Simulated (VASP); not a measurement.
# Li (P6_3/mmc) in VASP: notebook

Runs on Li. Level: PBEsol. Tasks: single point.

All numbers are computed with VASP 6.6.1; they aren't measurements. Logs are shortened: lines on timing, memory, paths and dates and some standing lists are left out, and cuts for length are marked.

## (1) The cell of the first run

The structure is hexagonal, space group P6_3/mmc (No. 194). Conventional cell: a = 3.171 Å, b = 3.171 Å, c = 10.744 Å, α = 90.00°, β = 90.00°, γ = 120.00°. Li (site symmetry -3m) has 12 Li at 3.17 to 3.25 Å within 4.2 Å. Within 4.2 Å of Li (site symmetry -6m2) lie 12 Li at 3.17 to 3.25 Å.

This isn't the form of Li at room conditions, which is bcc.

## (2) Single point, PBEsol (Na replaced by Li, lengths x 0.863, strained)

Input file INCAR:

```
SYSTEM = Li
PREC = Accurate
ENCUT = 520
EDIFF = 1E-7
ISMEAR = 0
SIGMA = 0.1
LREAL = .False.
LASPH = .True.
NELM = 60
ALGO = Fast
ISIF = 2
LWAVE = .False.
LCHARG = .False.
GGA = PS
NBANDS = 14
```

Input file KPOINTS:

```
regular mesh
0
Gamma
  6 6 2
  0 0 0
```

Input file POSCAR:

```
Li
1.0
    3.1710376983      0.0000000000      0.0000000000
   -1.5855188491      2.7461992031      0.0000000000
    0.0000000000      0.0000000000     10.7438386611
Li
4
Direct
    0.0000000000      0.0000000000      0.0000000000
    0.3333333300      0.6666666700      0.2500000000
    0.0000000000      0.0000000000      0.5000000000
    0.6666666700      0.3333333300      0.7500000000
```

Potentials or basis: VASP PAW PBE potentials, release 64 (Li_sv).

Run with:

```
> cat potpaw_PBE.64/Li_sv/POTCAR > POTCAR
> mpirun -np 1 vasp_std > vasp.out
```

OUTCAR:

```text
SYSTEM = Li
   PREC = Accurate
   ENCUT = 520
   EDIFF = 1E-7
   ISMEAR = 0
   LREAL = .False.
   LASPH = .True.
   NELM = 60
   ISIF = 2
   GGA = PS

 ion  position               nearest neighbor table
   1  0.000  0.000  0.000-
   2  0.333  0.667  0.250-
   3  0.000  0.000  0.500-
   4  0.667  0.333  0.750-

  LATTYP: Found a hexagonal cell.
 ALAT       =     3.1710376983
 C/A-ratio  =     3.3881144544

  Lattice vectors:

 A1 = (   3.1710376983,   0.0000000000,   0.0000000000)
 A2 = (  -1.5855188491,   2.7461992031,   0.0000000000)
 A3 = (   0.0000000000,   0.0000000000,  10.7438386611)

Analysis of symmetry for initial positions (statically):
=====================================================================
 Subroutine PRICEL returns:
 Original cell was already a primitive cell.

 Routine SETGRP: Setting up the symmetry group for a
 hexagonal supercell.

 Subroutine GETGRP returns: Found 24 space group operations
 (whereof 12 operations were pure point group operations)
 out of a pool of 24 trial point group operations.

The static configuration has the point symmetry D_3d.
 The point group associated with its full space group is D_6h.

Analysis of symmetry for dynamics (positions and initial velocities):
=====================================================================
 Subroutine PRICEL returns:
 Original cell was already a primitive cell.

 Routine SETGRP: Setting up the symmetry group for a
 hexagonal supercell.

 Subroutine GETGRP returns: Found 24 space group operations
 (whereof 12 operations were pure point group operations)
 out of a pool of 24 trial point group operations.

The dynamic configuration has the point symmetry D_3d.
 The point group associated with its full space group is D_6h.

 Subroutine INISYM returns: Found 24 space group operations
 (whereof 12 operations are pure point group operations),
 and found     1 'primitive' translations

----------------------------------------------------------------------------------------

                                     Primitive cell

  volume of cell :      93.5606

  direct lattice vectors                    reciprocal lattice vectors
     3.171037698  0.000000000  0.000000000     0.315354182  0.182069822  0.000000000
    -1.585518849  2.746199203  0.000000000     0.000000000  0.364139644  0.000000000
     0.000000000  0.000000000 10.743838661     0.000000000  0.000000000  0.093076602

  length of vectors
     3.171037698  3.171037698 10.743838661     0.364139644  0.364139644  0.093076602

  position of ions in fractional coordinates (direct lattice)
     0.000000000  0.000000000  0.000000000
     0.333333330  0.666666670  0.250000000
     0.000000000  0.000000000  0.500000000
     0.666666670  0.333333330  0.750000000

  ion indices of the primitive-cell ions
   primitive index   ion index
                 1           1
                 2           2
                 3           3
                 4           4

----------------------------------------------------------------------------------------

 KPOINTS: regular mesh

Automatic generation of k-mesh.
 Grid dimensions read from file:
 generate k-points for:    6    6    2

 Generating k-lattice:

  Cartesian coordinates                     Fractional coordinates (reciprocal lattice)
     0.052559030  0.030344970  0.000000000     0.166666667  0.000000000  0.000000000
     0.000000000  0.060689941  0.000000000     0.000000000  0.166666667  0.000000000
     0.000000000  0.000000000  0.046538301     0.000000000  0.000000000  0.500000000

  Length of vectors
     0.060689941  0.060689941  0.046538301

  Shift w.r.t. Gamma in fractional coordinates (k-lattice)
     0.000000000  0.000000000  0.000000000

 Subroutine IBZKPT returns following result:
 ===========================================

 Found     14 irreducible k-points:

 Following reciprocal coordinates:
            Coordinates               Weight
  0.000000  0.000000  0.000000      1.000000
  0.166667 -0.000000  0.000000      6.000000
  0.333333  0.000000  0.000000      6.000000
  0.500000  0.000000  0.000000      3.000000
  0.166667  0.166667  0.000000      6.000000
  0.333333  0.166667  0.000000     12.000000
  0.333333  0.333333  0.000000      2.000000
  0.000000  0.000000  0.500000      1.000000
  0.166667 -0.000000  0.500000      6.000000
  0.333333  0.000000  0.500000      6.000000
  0.500000  0.000000  0.500000      3.000000
  0.166667  0.166667  0.500000      6.000000
  0.333333  0.166667  0.500000     12.000000
  0.333333  0.333333  0.500000      2.000000
   k-points           NKPTS =     14   k-points in BZ     NKDIM =     14   number of bands    NBANDS=     14
   number of dos      NEDOS =    301   number of ions     NIONS =      4
   total plane-waves  NPLWV =  46080
   dimension x,y,z NGX =    24 NGY =   24 NGZ =   80
   dimension x,y,z NGXF=    48 NGYF=   48 NGZF=  160
   ions per type =               4
   NGX,Y,Z   is equivalent  to a cutoff of  12.58, 12.58, 12.38 a.u.
   NGXF,Y,Z  is equivalent  to a cutoff of  25.16, 25.16, 24.76 a.u.
 SYSTEM =  Li
   PREC   = accura    normal or accurate (medium, high low for compatibility)
   ISTART =      0    job   : 0-new  1-cont  2-samecut
   ICHARG =      2    charge: 1-file 2-atom 10-const
   ISPIN  =      1    spin polarized calculation?
   LNONCOLLINEAR =      F non collinear calculations
   LSORBIT =      F    spin-orbit coupling
   LASPH  =      T    aspherical Exc in radial PAW
   ENCUT  =  520.0 eV  38.22 Ry    6.18 a.u.   5.90  5.90 19.98*2*pi/ulx,y,z
   NELM   =     60;   NELMIN=  2; NELMDL= -5     # of ELM steps
   EDIFF  = 0.1E-06   stopping-criterion for ELM
   LREAL  =      F    real-space projection
   EDIFFG = 0.1E-05   stopping-criterion for IOM
   NSW    =      0    number of steps for IOM
   IBRION =     -1    ionic relax: 0-MD 1-quasi-New 2-CG
   NFREE  =      0    steps in history (QN), initial steepest desc. (CG)
   ISIF   =      2    stress and relaxation
   ISYM   =      2    0-nonsym 1-usesym 2-fastsym
   POTIM  = 0.5000    time-step for ionic-motion
   TEBEG  =    0.0;   TEEND  =   0.0 temperature during run
   PSTRESS=    0.0 pullay stress
   NELECT =      12.0000    total number of electrons
   NUPDOWN=      -1.0000    fix difference up-down
   EMIN   =  10.00;   EMAX   =-10.00  energy-range for DOS
   EFERMI =   0.00;   METHOD = LEGACY
   ISMEAR =     0;   SIGMA  =   0.10  broadening in eV -4-tet -1-fermi 0-gaus
   EFERMI_NEDOS =   21; number of points for ismear=-14 and -15
   IALGO  =     68    algorithm
   IMIX   =      4    mixing-type and parameters
     AMIX     =   0.40;   BMIX     =  1.00
     AMIX_MAG =   1.60;   BMIX_MAG =  1.00
  volume/ion in A,a.u.               =      23.39       157.84
  Fermi-wavevector in a.u.,A,eV,Ry     =   0.825602  1.560162  9.273994  0.681619
  Thomas-Fermi vector in A             =   1.937490
   LORBIT       =      0    0 simple, 1 ext, 2 COOP (PROOUT), +10 PAW based schemes
   GGA     = PS    functional components
   LHFCALC =     F    Hartree Fock is set to
   AEXX    =    0.0000 exact exchange contribution
   IVDW    =     0    specifies the selected vdW correction
   LEPSILON=     F    determine dielectric tensor
   LRPA    =     F    only Hartree local field effects (RPA)
 non-spin polarized calculation
 RMM-DIIS sequential band-by-band and
 Gauss-broadening in eV      SIGMA  =   0.10
  energy-cutoff  :      520.00
  volume of cell :       93.56
 maximum number of plane-waves:      2550
 NGX is ok and might be reduce to    24
   NGX = 11   NGY = 11   NGZ = 39

 number of electron      12.0000031 magnetization

 Free energy of the ion-electron system (eV)
  ---------------------------------------------------
  ext. energy  EPLUGINS =         0.00000000
  ---------------------------------------------------
  free energy    TOTEN  =        -7.78264728 eV

  energy without entropy =       -7.77433104  energy(sigma->0) =       -7.77848916

 E-fermi :   0.1948     XC(G=0):  -6.6777

 val. band max:        0.1253006646   @ k =   0.0000   0.0000   0.0000
 cond. band min:       0.3106505388   @ k =   0.5000   0.0000   0.0000
 fundamental gap:      0.1853498741
 Fermi energy:         0.1948474732

 k-point     1 :       0.0000    0.0000    0.0000
  band No.  band energies     occupation
      1     -45.9121      2.00000
      2     -45.9078      2.00000
      3     -45.9069      2.00000
      4     -45.9028      2.00000
      5      -3.1110      2.00000
      6      -2.1073      2.00000
      7      -2.1064      2.00000
      8       0.1253      1.67466
      9       2.4740      0.00000
     10       6.9603      0.00000
     11       6.9627      0.00000
     12      11.9963      0.00000
     13      11.9964      0.00000
     14      12.5040      0.00000

 k-point     2 :       0.1667   -0.0000    0.0000
  band No.  band energies     occupation
      1     -45.9093      2.00000
      2     -45.9057      2.00000
      3     -45.9049      2.00000
      4     -45.9013      2.00000
      5      -2.6826      2.00000
      6      -1.6710      2.00000
      7      -1.6699      2.00000
      8       0.6679      0.00000
      9       2.6829      0.00000
     10       7.1509      0.00000
     11       7.1968      0.00000
     12       9.0522      0.00000
     13       9.9500      0.00000
     14      10.0548      0.00000
[... 173 lines left out ...]
      1     -45.9004      2.00000
      2     -45.9004      2.00000
      3     -45.8982      2.00000
      4     -45.8982      2.00000
      5       0.0969      1.83405
      6       0.0969      1.83405
      7       1.8246      0.00000
      8       1.8246      0.00000
      9       3.6169      0.00000
     10       3.6169      0.00000
     11       5.1401      0.00000
     12       5.1401      0.00000
     13       6.0898      0.00000
     14       6.0901      0.00000

 k-point    14 :       0.3333    0.3333    0.5000
  band No.  band energies     occupation
      1     -45.8987      2.00000
      2     -45.8987      2.00000
      3     -45.8979      2.00000
      4     -45.8979      2.00000
      5       1.8230      0.00000
      6       1.8230      0.00000
      7       2.3620      0.00000
      8       2.3620      0.00000
      9       2.5867      0.00000
     10       2.5867      0.00000
     11       3.9772      0.00000
     12       3.9772      0.00000
     13       5.9597      0.00000
     14       5.9610      0.00000

------------------------ aborting loop because EDIFF is reached ----------------------------------------

  FORCE on cell =-STRESS in cart. coord.  units (eV):
  Direction    XX          YY          ZZ          XY          YZ          ZX
  --------------------------------------------------------------------------------------
  -------------------------------------------------------------------------------------
  Total       -0.4933748     -0.4933748     -1.8378655     -0.0000000      0.0000000     -0.0000000
  in kB       -8.4487927     -8.4487927    -31.4725101     -0.0000000      0.0000000     -0.0000000
  external PRESSURE =     -16.1233651 kB  Pullay stress =       0.0000000 kB

 VOLUME and BASIS-vectors are now :
 -----------------------------------------------------------------------------
  energy-cutoff  :      520.00
  volume of cell :       93.56
      direct lattice vectors                 reciprocal lattice vectors
     3.171037698  0.000000000  0.000000000     0.315354182  0.182069822  0.000000000
    -1.585518849  2.746199203  0.000000000     0.000000000  0.364139644  0.000000000
     0.000000000  0.000000000 10.743838661     0.000000000  0.000000000  0.093076602

 POSITION                                       TOTAL-FORCE (eV/Angst)
 -----------------------------------------------------------------------------------
      0.00000      0.00000      0.00000         0.000000      0.000000     -0.000000
     -0.00000      1.83080      2.68596        -0.000000      0.000000      0.000000
      0.00000      0.00000      5.37192         0.000000      0.000000     -0.000000
      1.58552      0.91540      8.05788         0.000000     -0.000000      0.000000
 -----------------------------------------------------------------------------------
    total drift:                                0.000000      0.000000      0.000000

  FREE ENERGIE OF THE ION-ELECTRON SYSTEM (eV)
  ---------------------------------------------------
  free  energy   TOTEN  =        -7.7826472810 eV

  energy  without entropy=       -7.7743310352  energy(sigma->0) =       -7.77848916
```

It took 24 s on 1 thread of Intel Xeon Platinum 8488C (Sapphire Rapids), shared host; peak memory 0.19 GiB.

What came out:

* Free energy: -7.7826 eV
* Band gap on the k mesh: zero (bands 6 and 7 overlap by 3.94 eV)

Caveat: the k points lie up to 0.38 Å⁻¹ apart, too coarse for converged energies and pressures of a metal; the cell differs from its parent crystal (Na replaced by Li, lengths x 0.863, strained); the cutoff is under 1.25 times the usual one of these potentials, so pressure, stress and relaxed cells hold a basis-set (Pulay) error; the PAW data sets were made with another functional, which shifts forces and pressure a little.

## (3) Single point, PBEsol (Na replaced by Li, lengths x 0.863, strained)

Input file INCAR:

```
SYSTEM = Li
PREC = Accurate
ENCUT = 520
EDIFF = 1E-6
ISMEAR = 0
SIGMA = 0.1
LREAL = .FALSE.
LASPH = .TRUE.
NELM = 100
ALGO = Normal
ISIF = 2
LWAVE = .FALSE.
LCHARG = .FALSE.
GGA = PS
NBANDS = 14
```

Input file KPOINTS:

```
regular mesh
0
G
  15 15 4
  0 0 0
```

POSCAR is that of step 2.

Potentials or basis: VASP PAW PBE potentials, release 64 (Li_sv).

Run with:

```
> cat potpaw_PBE.64/Li_sv/POTCAR > POTCAR
> mpirun -np 1 vasp_std > vasp.out
```

OUTCAR:

```text
SYSTEM = Li
   PREC = Accurate
   ENCUT = 520
   EDIFF = 1E-6
   ISMEAR = 0
   LREAL = .FALSE.
   LASPH = .TRUE.
   NELM = 100
   ISIF = 2
   GGA = PS

 ion  position               nearest neighbor table
   1  0.000  0.000  0.000-
   2  0.333  0.667  0.250-
   3  0.000  0.000  0.500-
   4  0.667  0.333  0.750-

  LATTYP: Found a hexagonal cell.
 ALAT       =     3.1710376983
 C/A-ratio  =     3.3881144544

  Lattice vectors:
[... 604 lines left out ...]

  FORCE on cell =-STRESS in cart. coord.  units (eV):
  Direction    XX          YY          ZZ          XY          YZ          ZX
  --------------------------------------------------------------------------------------
  -------------------------------------------------------------------------------------
  Total       -0.8306490     -0.8306490     -1.2274335     -0.0000000      0.0000000      0.0000000
  in kB      -14.2244412    -14.2244412    -21.0191734     -0.0000000      0.0000000      0.0000000
  external PRESSURE =     -16.4893519 kB  Pullay stress =       0.0000000 kB

 VOLUME and BASIS-vectors are now :
 -----------------------------------------------------------------------------
  energy-cutoff  :      520.00
  volume of cell :       93.56
      direct lattice vectors                 reciprocal lattice vectors
     3.171037698  0.000000000  0.000000000     0.315354182  0.182069822  0.000000000
    -1.585518849  2.746199203  0.000000000     0.000000000  0.364139644  0.000000000
     0.000000000  0.000000000 10.743838661     0.000000000  0.000000000  0.093076602

 POSITION                                       TOTAL-FORCE (eV/Angst)
 -----------------------------------------------------------------------------------
      0.00000      0.00000      0.00000         0.000000      0.000000      0.000000
     -0.00000      1.83080      2.68596         0.000000     -0.000000      0.000000
      0.00000      0.00000      5.37192         0.000000      0.000000      0.000000
      1.58552      0.91540      8.05788        -0.000000      0.000000     -0.000000
 -----------------------------------------------------------------------------------
    total drift:                                0.000000      0.000000      0.000000

  FREE ENERGIE OF THE ION-ELECTRON SYSTEM (eV)
  ---------------------------------------------------
  free  energy   TOTEN  =        -7.8016675215 eV

  energy  without entropy=       -7.7900118086  energy(sigma->0) =       -7.79583967
```

stdout:

```text
POSCAR found type information on POSCAR Li
 POSCAR found :  1 types and       4 ions
 scaLAPACK will be used
 -----------------------------------------------------------------------------
|                                                                             |
|                                                                             |
|     You enforced a specific xc type in the INCAR file but a different       |
|     I HOPE YOU KNOW WHAT YOU ARE DOING!                                     |
|                                                                             |
 -----------------------------------------------------------------------------

 LDA part: xc-table for (Slater+PW92), standard interpolation
 POSCAR, INCAR and KPOINTS ok, starting setup
 FFT: planning ... GRIDC
 FFT: planning ... GRID_SOFT
 FFT: planning ... GRID
 WAVECAR not read
 entering main loop
```

Run time: 61 s. Hardware: 1 thread of Intel Xeon Platinum 8488C (Sapphire Rapids), shared host; peak memory 0.23 GiB.

Results:

```yaml
Free_energy: -7.8017 eV
Band_gap_on_the_k_mesh: zero (bands 6 and 7 overlap by 3.94 eV)
```

Caveat: the cell differs from its parent crystal (Na replaced by Li, lengths x 0.863, strained); the cutoff is under 1.25 times the usual one of these potentials, so pressure, stress and relaxed cells hold a basis-set (Pulay) error; the PAW data sets were made with another functional, which shifts forces and pressure a little.
